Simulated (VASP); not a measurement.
# CuMo7 (P1) in VASP: single point with PBE

Aim: the single point of CuMo7 with PBE.

Program: VASP 6.6.1. These are calculated values, not measurements. Logs are shortened: lines on timing, memory, paths and dates and some standing lists are left out, and cuts for length are marked.

**1. The cell of the first run**

The typed cell holds 8 atoms: a = 2.718 Å, b = 2.718 Å, c = 17.620 Å, α = 89.95°, β = 90.04°, γ = 108.54°.

**2. Single point, PBE**

INCAR

```
PREC     = Accurate       # precision mode
ENCUT    = 520            # plane-wave cutoff, eV
EDIFF    = 1E-6           # SCF threshold, eV
ISMEAR   = 0              # smearing method
SIGMA    = 0.2            # smearing width, eV
LREAL    = False          # projectors in reciprocal space
LASPH    = True           # aspherical terms in the spheres
NELM     = 60             # most SCF steps
ALGO     = Fast           # electronic algorithm
ISIF     = 2              # what is computed and relaxed
LWAVE    = False          # write WAVECAR
LCHARG   = False          # write CHGCAR
GGA      = PE             # functional
NBANDS   = 64             # bands
```

KPOINTS

```
Automatic mesh
0
Gamma
  8 8 2
```

POSCAR

```
CuMo7
1.0
    1.5870274818     -2.2060410975     -0.0008622340
    1.5872921531      2.2062102115      0.0011334729
    0.0005100735      0.0084727854     17.6204338057
Cu Mo
1 7
Direct
    0.0000924703      0.0002928814      0.9999957022
    0.4993686603      0.5002918526      0.3725812112
   -0.0001853066     -0.0002051295      0.5000052789
    0.5004298634      0.4994638625      0.6274233149
    0.5017652647      0.4986354579      0.8795768650
    0.4985699829      0.5016044771      0.1204177044
    0.0010713435     -0.0009544709      0.7548691850
    0.9988877215      1.0008710688      0.2451307385
```

Potentials or basis: VASP PAW PBE potentials, release 64 (Cu, Mo_sv).

Run with:

```sh
> cat potpaw_PBE.64/Cu/POTCAR potpaw_PBE.64/Mo_sv/POTCAR > POTCAR
> mpirun -np 1 vasp_std > vasp.out
```

OUTCAR:

```text
PREC = Accurate
   ENCUT = 520
   EDIFF = 1E-6
   ISMEAR = 0
   LREAL = False
   LASPH = True
   NELM = 60
   ISIF = 2
   GGA = PE

 ion  position               nearest neighbor table
   1  0.000  0.000  1.000-   5 2.65   6 2.65   6 2.65   5 2.65   5 3.05   6 3.06   6 3.07   5 3.07

   2  0.499  0.500  0.373-   3 2.75   3 2.75   8 2.75   8 2.75   3 3.15   3 3.15   8 3.15   8 3.15

   3  1.000  1.000  0.500-   4 2.75   2 2.75   2 2.75   4 2.75   4 3.15   4 3.15   2 3.15   2 3.15

   4  0.500  0.499  0.627-   3 2.75   7 2.75   3 2.75   7 2.75   3 3.15   3 3.15   7 3.15   7 3.15

   5  0.502  0.499  0.880-   1 2.65   1 2.65   7 2.71   7 2.71   1 3.05   1 3.07   7 3.11   7 3.11

   6  0.499  0.502  0.120-   1 2.65   1 2.65   8 2.71   8 2.71   1 3.06   1 3.07   8 3.11   8 3.11

   7  0.001  0.999  0.755-   5 2.71   5 2.71   4 2.75   4 2.75   5 3.11   5 3.11   4 3.15   4 3.15

   8  0.999  0.001  0.245-   6 2.71   6 2.71   2 2.75   2 2.75   6 3.11   6 3.11   2 3.15   2 3.15

  LATTYP: Found a triclinic cell.
 ALAT       =     2.7178780623
 B/A-ratio  =     0.9998925828
 C/A-ratio  =     6.4831590846
 COS(alpha) =     0.0006907114
 COS(beta)  =     0.0008242745
 COS(gamma) =     0.3178843202

  Lattice vectors:

 A1 = (   1.5872921531,   2.2062102115,   0.0011334729)
 A2 = (  -1.5870274818,   2.2060410975,   0.0008622340)
 A3 = (   0.0005100735,   0.0084727854,  17.6204338057)

Analysis of symmetry for initial positions (statically):
=====================================================================
 Subroutine PRICEL returns:
 Original cell was already a primitive cell.

 Routine SETGRP: Setting up the symmetry group for a
 triclinic supercell.

 Subroutine GETGRP returns: Found  1 space group operations
 (whereof  1 operations were pure point group operations)
 out of a pool of  2 trial point group operations.

The static configuration has the point symmetry C_1 .

Analysis of symmetry for dynamics (positions and initial velocities):
=====================================================================
 Subroutine PRICEL returns:
 Original cell was already a primitive cell.

 Routine SETGRP: Setting up the symmetry group for a
 triclinic supercell.

 Subroutine GETGRP returns: Found  1 space group operations
 (whereof  1 operations were pure point group operations)
 out of a pool of  2 trial point group operations.

The dynamic configuration has the point symmetry C_1 .

 Subroutine INISYM returns: Found  1 space group operations
 (whereof  1 operations are pure point group operations),
 and found     1 'primitive' translations

----------------------------------------------------------------------------------------

                                     Primitive cell

  volume of cell :     123.3950

  direct lattice vectors                    reciprocal lattice vectors
     1.587027482 -2.206041097 -0.000862234     0.315040204 -0.226660612  0.000099870
     1.587292153  2.206210212  0.001133473     0.315016073  0.226622826 -0.000118091
     0.000510073  0.008472785 17.620433806    -0.000004848 -0.000025669  0.056752304

  length of vectors
     2.717586116  2.717878062 17.620435850     0.388104848  0.388063198  0.056752310

  position of ions in fractional coordinates (direct lattice)
     0.000092470  0.000292881  0.999995702
     0.499368660  0.500291853  0.372581211
     0.999814693  0.999794870  0.500005279
     0.500429863  0.499463863  0.627423315
     0.501765265  0.498635458  0.879576865
     0.498569983  0.501604477  0.120417704
     0.001071344  0.999045529  0.754869185
     0.998887721  0.000871069  0.245130739

  ion indices of the primitive-cell ions
   primitive index   ion index
                 1           1
                 2           2
                 3           3
                 4           4
                 5           5
                 6           6
                 7           7
                 8           8

----------------------------------------------------------------------------------------

 KPOINTS: Automatic mesh

Automatic generation of k-mesh.
 Grid dimensions read from file:
 generate k-points for:    8    8    2

 Generating k-lattice:

  Cartesian coordinates                     Fractional coordinates (reciprocal lattice)
     0.039380025 -0.028332576  0.000012484     0.125000000 -0.000000000  0.000000000
     0.039377009  0.028327853 -0.000014761     0.000000000  0.125000000  0.000000000
    -0.000002424 -0.000012835  0.028376152     0.000000000  0.000000000  0.500000000

  Length of vectors
     0.048513106  0.048507900  0.028376155

  Shift w.r.t. Gamma in fractional coordinates (k-lattice)
     0.000000000  0.000000000  0.000000000

 Subroutine IBZKPT returns following result:
 ===========================================

 Found     68 irreducible k-points:

 Following reciprocal coordinates:
            Coordinates               Weight
  0.000000  0.000000  0.000000      1.000000
  0.125000 -0.000000 -0.000000      2.000000
  0.250000 -0.000000 -0.000000      2.000000
  0.375000 -0.000000 -0.000000      2.000000
  0.500000 -0.000000 -0.000000      1.000000
  0.000000  0.125000  0.000000      2.000000
[... 16 lines left out ...]
  0.125000  0.375000 -0.000000      2.000000
  0.250000  0.375000 -0.000000      2.000000
 [... further k-points ...]
   k-points           NKPTS =     68   k-points in BZ     NKDIM =     68   number of bands    NBANDS=     64
   number of dos      NEDOS =    301   number of ions     NIONS =      8
   total plane-waves  NPLWV =  56000
   dimension x,y,z NGX =    20 NGY =   20 NGZ =  140
   dimension x,y,z NGXF=    40 NGYF=   40 NGZF=  280
   ions per type =               1   7
   NGX,Y,Z   is equivalent  to a cutoff of  12.23, 12.23, 13.21 a.u.
   NGXF,Y,Z  is equivalent  to a cutoff of  24.47, 24.47, 26.42 a.u.
 SYSTEM =  unknown system
   PREC   = accura    normal or accurate (medium, high low for compatibility)
   ISTART =      0    job   : 0-new  1-cont  2-samecut
   ICHARG =      2    charge: 1-file 2-atom 10-const
   ISPIN  =      1    spin polarized calculation?
   LNONCOLLINEAR =      F non collinear calculations
   LSORBIT =      F    spin-orbit coupling
   LASPH  =      T    aspherical Exc in radial PAW
   ENCUT  =  520.0 eV  38.22 Ry    6.18 a.u.   5.05  5.05 32.76*2*pi/ulx,y,z
   NELM   =     60;   NELMIN=  2; NELMDL= -5     # of ELM steps
   EDIFF  = 0.1E-05   stopping-criterion for ELM
   LREAL  =      F    real-space projection
   EDIFFG = 0.1E-04   stopping-criterion for IOM
   NSW    =      0    number of steps for IOM
   IBRION =     -1    ionic relax: 0-MD 1-quasi-New 2-CG
   NFREE  =      0    steps in history (QN), initial steepest desc. (CG)
   ISIF   =      2    stress and relaxation
   ISYM   =      2    0-nonsym 1-usesym 2-fastsym
   POTIM  = 0.5000    time-step for ionic-motion
   TEBEG  =    0.0;   TEEND  =   0.0 temperature during run
   PSTRESS=    0.0 pullay stress
   NELECT =     109.0000    total number of electrons
   NUPDOWN=      -1.0000    fix difference up-down
   EMIN   =  10.00;   EMAX   =-10.00  energy-range for DOS
   EFERMI =   0.00;   METHOD = LEGACY
   ISMEAR =     0;   SIGMA  =   0.20  broadening in eV -4-tet -1-fermi 0-gaus
   EFERMI_NEDOS =   21; number of points for ismear=-14 and -15
   IALGO  =     68    algorithm
   IMIX   =      4    mixing-type and parameters
     AMIX     =   0.40;   BMIX     =  1.00
     AMIX_MAG =   1.60;   BMIX_MAG =  1.00
  volume/ion in A,a.u.               =      15.42       104.09
  Fermi-wavevector in a.u.,A,eV,Ry     =   1.570789  2.968361 33.570719  2.467378
  Thomas-Fermi vector in A             =   2.672470
   LORBIT       =      0    0 simple, 1 ext, 2 COOP (PROOUT), +10 PAW based schemes
   GGA     = PE    functional components
   LHFCALC =     F    Hartree Fock is set to
   AEXX    =    0.0000 exact exchange contribution
   IVDW    =     0    specifies the selected vdW correction
   LEPSILON=     F    determine dielectric tensor
   LRPA    =     F    only Hartree local field effects (RPA)
 non-spin polarized calculation
 RMM-DIIS sequential band-by-band and
 Gauss-broadening in eV      SIGMA  =   0.20
  energy-cutoff  :      520.00
  volume of cell :      123.39
 maximum number of plane-waves:      3353
   NGX = 11   NGY = 11   NGZ = 65

 number of electron     108.9999961 magnetization

 Free energy of the ion-electron system (eV)
  ---------------------------------------------------
  ext. energy  EPLUGINS =         0.00000000
  ---------------------------------------------------
  free energy    TOTEN  =       -79.62543992 eV

  energy without entropy =      -79.52789777  energy(sigma->0) =      -79.57666884

 E-fermi :  11.7427     XC(G=0): -13.2162

 val. band max:       11.7279864135   @ k =   0.5000   0.5000   0.5000
 cond. band min:      11.7578257134   @ k =   0.3750   0.5000  -0.0000
 fundamental gap:      0.0298392999
 Fermi energy:        11.7427314195

 k-point     1 :       0.0000    0.0000    0.0000
  band No.  band energies     occupation
      1     -49.4584      2.00000
      2     -49.4230      2.00000
      3     -49.3764      2.00000
      4     -49.3117      2.00000
      5     -49.2590      2.00000
      6     -49.2038      2.00000
[... 56 lines left out ...]
     63      13.4419      0.00000
     64      13.5115      0.00000

 k-point     2 :       0.1250   -0.0000   -0.0000
  band No.  band energies     occupation
      1     -49.4305      2.00000
      2     -49.3969      2.00000
      3     -49.3535      2.00000
      4     -49.2928      2.00000
      5     -49.2443      2.00000
      6     -49.1897      2.00000
[... 56 lines left out ...]
     63      13.2762      0.00000
     64      13.5088      0.00000

 k-point     3 :       0.2500   -0.0000   -0.0000
  band No.  band energies     occupation
      1     -49.3589      2.00000
      2     -49.3308      2.00000
      3     -49.2971      2.00000
      4     -49.2483      2.00000
      5     -49.2123      2.00000
      6     -49.1569      2.00000
[... 1396 lines left out ...]
     63      14.0852      0.00000
     64      14.1591      0.00000

 k-point    24 :       0.2500    0.3750   -0.0000
  band No.  band energies     occupation
      1     -49.1921      2.00000
      2     -49.1805      2.00000
      3     -49.1749      2.00000
      4     -49.1602      2.00000
      5     -49.1552      2.00000
      6     -49.0741      2.00000
[... 56 lines left out ...]
     63      14.0864      0.00000
     64      14.2059      0.00000

 [... further k-points ...]
[... 5 lines left out ...]
  --------------------------------------------------------------------------------------
  -------------------------------------------------------------------------------------
  Total        0.3578504      0.4939463      0.4227457     -0.0130315     -0.0062064     -0.0088377
  in kB        4.6463800      6.4134674      5.4889899     -0.1692032     -0.0805844     -0.1147494
  external PRESSURE =       5.5162791 kB  Pullay stress =       0.0000000 kB

 VOLUME and BASIS-vectors are now :
 -----------------------------------------------------------------------------
  energy-cutoff  :      520.00
  volume of cell :      123.39
      direct lattice vectors                 reciprocal lattice vectors
     1.587027482 -2.206041097 -0.000862234     0.315040204 -0.226660612  0.000099870
     1.587292153  2.206210212  0.001133473     0.315016073  0.226622826 -0.000118091
     0.000510073  0.008472785 17.620433806    -0.000004848 -0.000025669  0.056752304

 POSITION                                       TOTAL-FORCE (eV/Angst)
 -----------------------------------------------------------------------------------
      0.00112      0.00891     17.62036        -0.000600     -0.000052      0.000361
      1.58681      0.00528      6.56518         0.000292      0.000093     -0.004432
      3.17395      0.00436      8.81058         0.000889     -0.000006     -0.000645
      1.58731      0.00327     11.05561        -0.000082     -0.000034      0.004659
      1.58824      0.00063     15.49866        -0.000604      0.001685      0.003365
      1.58750      0.00780      2.12195        -0.000439     -0.001404     -0.002871
      1.58786      2.20814     13.30225        -0.000172      0.000151     -0.004121
      1.58677     -2.19959      4.31845         0.000716     -0.000433      0.003684
 -----------------------------------------------------------------------------------
    total drift:                                0.000035      0.000023     -0.000105

  FREE ENERGIE OF THE ION-ELECTRON SYSTEM (eV)
  ---------------------------------------------------
  free  energy   TOTEN  =       -79.6254399166 eV

  energy  without entropy=      -79.5278977690  energy(sigma->0) =      -79.57666884
```

Wall time 23 min (1 thread of Intel Xeon 6975P-C (Granite Rapids), shared host); peak memory 0.49 GiB.

What came out:

```yaml
Free_energy: -79.6254 eV
Pressure: 0.6 GPa
Largest_force: 0.005 eV/Å
```

Forces in eV/Å, atoms in the order of the input:
```
Cu  -0.001  0.000  0.000
Mo   0.000  0.000 -0.004
Mo   0.001  0.000 -0.001
Mo   0.000  0.000  0.005
Mo  -0.001  0.002  0.003
Mo   0.000 -0.001 -0.003
Mo   0.000  0.000 -0.004
Mo   0.001  0.000  0.004
```
